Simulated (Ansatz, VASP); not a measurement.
**Sn: VASP beside Ansatz**

The input INCAR:

```
SYSTEM = Sn
  PREC = Accurate
  ENCUT = 520
  EDIFF = 1E-6
  ISMEAR = 0
  SIGMA = 0.1
  LREAL = .FALSE.
  LASPH = .TRUE.
  NELM = 100
  ALGO = Normal
  ISIF = 2
  LWAVE = .FALSE.
  LCHARG = .FALSE.
  GGA = PS
  NBANDS = 21
```

Contents of KPOINTS:

```
Automatic mesh
0
G
  6 6 6
  0 0 0
```

POSCAR

```
Sn
1.0
    0.0000000000      3.2849869970      3.2849869970
    3.2849869970      0.0000000000      3.2849869970
    3.2849869970      3.2849869970      0.0000000000
Sn
2
Direct
    0.0000000000      0.0000000000      0.0000000000
    0.2500000000      0.2500000000      0.2500000000
```

Input for Ansatz:

```yaml
crystal:
  lattice:
    - [0.0, 3.284986997, 3.284986997]
    - [3.284986997, 0.0, 3.284986997]
    - [3.284986997, 3.284986997, 0.0]
  atoms:
    - { symbol: Sn, position: [0.0, 0.0, 0.0] }
    - { symbol: Sn, position: [0.25, 0.25, 0.25] }
basis:
  ecutwfc: 420
kpoints:
  mp_grid: { grid: [6, 6, 6] }
hamiltonian:
  xc: pbesol
scf:
  occupations: { method: gaussian, width: 0.1 }
  lower_state_search: "off"
output:
  forces: true
  stress: true
  eigenvalues: true
```

Alike in both runs: task single point; functional PBEsol; k mesh 6 × 6 × 6; occupations gaussian, width 0.1 eV; no spin polarisation.

```csv
,VASP,Ansatz
version,VASP 6.6.1,Ansatz 0.2.0
potentials or method,"VASP PAW PBE potentials, release 64 (Sn_d), cutoff 520 eV","scalar-relativistic, plane waves, PAW"
valence electrons in the cell,28,28
```

```csv
,VASP,Ansatz,Ansatz less VASP
gap on the k mesh at the Fermi level (eV),none,none,-
pressure (GPa),-0.6,-0.5,+0.06
```

VASP's potentials were made for PBE, not for PBEsol. A gap of «none» marks a metal or a gap that the smearing closes. With one functional, cell and mesh, what is left measures potentials, basis and numerics.
